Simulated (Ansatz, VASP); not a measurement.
**Two plane-wave programs on C3BrN**

```xyz
5
Lattice="4.5218 0.0000 0.0000 0.0000 4.5218 0.0000 0.0000 0.0000 4.5218" Properties=species:S:1:pos:R:3 pbc="T T T"
C     0.0000    2.2609    2.2609
C     2.2609    0.0000    2.2609
C     2.2609    2.2609    0.0000
Br    0.0000    0.0000    0.0000
N     2.2609    2.2609    2.2609
```

Alike in both runs: task relaxation of cell and atoms; functional PBE; k mesh 4 × 4 × 4; occupations gaussian, width 0.1 eV; collinear spin.

|  | VASP | Ansatz |
| --- | --- | --- |
| version | VASP 6.6.1 | Ansatz 0.2.0 |
| potentials or method | VASP PAW PBE potentials, release 64 (C, Br, N), cutoff 600 eV | scalar-relativistic, plane waves, PAW |
| valence electrons in the cell | 24 | 24 |

Ansatz gave:

```
gap on the k mesh at the Fermi level, each at its own relaxed structure (eV) : none
net moment per atom (μB)                                                     : 0.28
size of the moment on the site where the two differ most (μB)                : 0.22
relaxed volume (Å³/atom)                                                     : 9.89
relaxed length of the cell vector where the two differ most in proportion (Å)              : 3.670
```

Task: What did VASP give for the same quantities?

Result: gap on the k mesh at the Fermi level, each at its own relaxed structure (eV): none; net moment per atom (μB): 0.28; size of the moment on the site where the two differ most (μB): 0.20; relaxed volume (Å³/atom): 9.87; relaxed length of the cell vector where the two differ most in proportion (Å): 3.668.

Site moments also hang on the region over which each program counts them. A gap of «none» marks a metal or a gap that the smearing closes.

Noted on VASP's run: the volume moved by over 15 % at a fixed basis, so the end points are rough.
